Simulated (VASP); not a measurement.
Write the native input for VASP 6.6.1 that does the following.

| Property | Result |
| --- | --- |
| Task | single point |
| Functional | PBEsol |
| Potentials or basis | VASP PAW PBE potentials, release 64 (W_sv, S) |
| Cutoff | 520 eV |
| k mesh | 11 × 11 × 3 |
| Occupations | gaussian, width 0.02 eV |
| Spin | no spin polarisation |
| Dipole correction | no |
| Further INCAR settings | ALGO = Normal; EDIFF = 1e-07; NBANDS = 35 |

The structure of WS2 lies in POSCAR:

```
WS2
1.0
    3.1510527399      0.0000000000      0.0000000000
   -1.5755263699      2.7288917213      0.0000000000
    0.0000000000      0.0000000000     23.4296684865
W S
2 4
Direct
    0.6666666667      0.3333333333      0.3626824600
    0.3333333333      0.6666666667      0.6373175400
    0.6666666667      0.3333333333      0.7031838900
    0.3333333333      0.6666666667      0.4285581700
    0.6666666667      0.3333333333      0.5714418300
    0.3333333333      0.6666666667      0.2968161100
```

These files were run (other wordings do the same):

INCAR

```
ALGO = Normal
EDIFF = 1E-7
ENCUT = 520
GGA = PS
ISIF = 2
ISMEAR = 0
LASPH = T
LCHARG = F
LREAL = F
LWAVE = F
NBANDS = 35
NELM = 100
PREC = Accurate
SIGMA = 0.02
```

KPOINTS

```
k-points
0
Gamma
  11 11 3
```

Potentials or basis: VASP PAW PBE potentials, release 64 (W_sv, S).

Command:

```sh
$ cat potpaw_PBE.64/W_sv/POTCAR potpaw_PBE.64/S/POTCAR > POTCAR
$ mpirun -np 1 vasp_std > vasp.out
```

It gave:

```
Largest force          : 0.497 eV/Å
Band gap on the k mesh : 1.60 eV, indirect (least direct gap 2.11 eV)
```

Caveat: the PAW data sets were made with another functional, which shifts forces and pressure a little; spin-orbit coupling is left out, which moves the levels of the heavy elements.

Run time: 9.7 min on 1 thread of Intel(R) Xeon(R) Platinum 8488C (Sapphire Rapids) (shared host), peak memory 0.45 GiB.
